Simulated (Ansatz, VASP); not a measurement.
**One calculation of Ti4C3, two programs**

File INCAR:

```
SYSTEM = Ti4C3
PREC = Accurate
ENCUT = 520
EDIFF = 1E-6
ISMEAR = 0
SIGMA = 0.1
LREAL = .FALSE.
LASPH = .TRUE.
NELM = 100
ALGO = Normal
ISIF = 2
LWAVE = .FALSE.
LCHARG = .FALSE.
GGA = PE
NBANDS = 39
```

The input KPOINTS:

```
regular mesh
0
G
  4 4 4
  0 0 0
```

Contents of POSCAR:

```
Ti4C3
1.0
    4.3860000000      0.0000000000      0.0000000000
    0.0000000000      4.3860000000      0.0000000000
    0.0000000000      0.0000000000      4.3860000000
Ti C
4 3
Direct
    0.5000000000      0.0000000000      0.0000000000
    0.0000000000      0.5000000000      0.0000000000
    0.0000000000      0.0000000000      0.5000000000
    0.5000000000      0.5000000000      0.5000000000
    0.0000000000      0.5000000000      0.5000000000
    0.5000000000      0.0000000000      0.5000000000
    0.5000000000      0.5000000000      0.0000000000
```

Input for Ansatz:

```yaml
crystal:
  lattice:
    - [4.386, 0.0, 0.0]
    - [0.0, 4.386, 0.0]
    - [0.0, 0.0, 4.386]
  atoms:
    - { symbol: Ti, position: [0.5, 0.0, 0.0] }
    - { symbol: Ti, position: [0.0, 0.5, 0.0] }
    - { symbol: Ti, position: [0.0, 0.0, 0.5] }
    - { symbol: Ti, position: [0.5, 0.5, 0.5] }
    - { symbol: C, position: [0.0, 0.5, 0.5] }
    - { symbol: C, position: [0.5, 0.0, 0.5] }
    - { symbol: C, position: [0.5, 0.5, 0.0] }
basis:
  ecutwfc: 420
kpoints:
  mp_grid: { grid: [4, 4, 4] }
hamiltonian:
  xc: pbe
scf:
  occupations: { method: gaussian, width: 0.1 }
  lower_state_search: "off"
output:
  forces: true
  stress: true
  eigenvalues: true
```

Change from the starting cell: ordered vacancies on the anion sites of rock salt (Pm-3m, No. 221).

Alike in both runs: task single point; functional PBE; k mesh 4 × 4 × 4; occupations gaussian, width 0.1 eV; no spin polarisation.

|  | VASP | Ansatz |
| --- | --- | --- |
| version | VASP 6.6.1 | Ansatz 0.2.0 |
| potentials or method | VASP PAW PBE potentials, release 64 (Ti_sv, C), cutoff 520 eV | scalar-relativistic, plane waves, PAW |
| valence electrons in the cell | 60 | 60 |

|  | VASP | Ansatz | Ansatz less VASP |
| --- | --- | --- | --- |
| gap on the k mesh at the Fermi level (eV) | none | none | - |
| pressure (GPa) | -10.2 | -10.4 | -0.20 |

A gap of «none» marks a metal or a gap that the smearing closes. The functional is the same, so the differences come from potentials, cutoffs and numerics.
